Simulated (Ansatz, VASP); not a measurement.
## Hf in VASP and in Ansatz

The input INCAR:

```
SYSTEM = Hf
ALGO = Normal
EDIFF = 1E-6
ENCUT = 520
GGA = PE
ISIF = 2
ISMEAR = -1
LASPH = .True.
LCHARG = .False.
LREAL = .False.
LWAVE = .False.
NBANDS = 11
NELM = 80
PREC = Accurate
SIGMA = 0.03
```

The input KPOINTS:

```
k-points
0
Gamma
  13 13 13
  0 0 0
```

File POSCAR:

```
Hf
1.0
    0.0000000000      2.1534000000      2.2200000000
    2.1534000000      0.0000000000      2.2200000000
    2.1534000000      2.1534000000      0.0000000000
Hf
1
Direct
    0.0000000000      0.0000000000      0.0000000000
```

Input for Ansatz:

```yaml
crystal:
  lattice:
    - [0.0, 2.1534, 2.22]
    - [2.1534, 0.0, 2.22]
    - [2.1534, 2.1534, 0.0]
  atoms:
    - { symbol: Hf, position: [0.0, 0.0, 0.0] }
kpoints:
  mp_grid: { grid: [13, 13, 13] }
  band_path:
    path:
      - [0.0, 0.0, 0.0]
      - [0.0, 0.5, 0.5]
      - [0.25, 0.75, 0.5]
      - [0.0, 0.5, 0.0]
      - [0.0, 0.0, 0.0]
      - [0.5, 0.5, 0.0]
      - [0.3676125, 0.6323875, 0.0]
      - [-0.3676125, 0.3676125, 0.0]
      - [0.0, 0.0, 0.0]
    npoints: 5
scf:
  occupations: { method: fermi_dirac, width: 0.03 }
hamiltonian:
  xc: pbe
  pseudopotentials: { kind: all_electron, lapw: { basis_error: 0.001 } }
output:
  forces: true
  stress: true
  eigenvalues: true
```

Change from the starting cell: equal xx and yy strain of -3 %.

Alike in both runs: task single point; functional PBE; k mesh 13 × 13 × 13; occupations fermi-dirac, width 0.03 eV; no spin polarisation.

|  | VASP | Ansatz |
| --- | --- | --- |
| version | VASP 6.6.1 | Ansatz 0.2.0 |
| potentials or method | VASP PAW PBE potentials, release 64 (Hf_pv), cutoff 520 eV | all-electron LAPW, scalar-relativistic |

VASP gave:

```
pressure (GPa)                                                : 10.5
traceless stress, the component that is largest in VASP (GPa) : -1.05
```

What did Ansatz give for the same quantities?

Pressure (GPa): 11.0; traceless stress, the component that is largest in VASP (GPa): -1.08.

Ansatz ran all-electron here, and VASP with PAW potentials.

Neither program's run includes spin-orbit coupling.
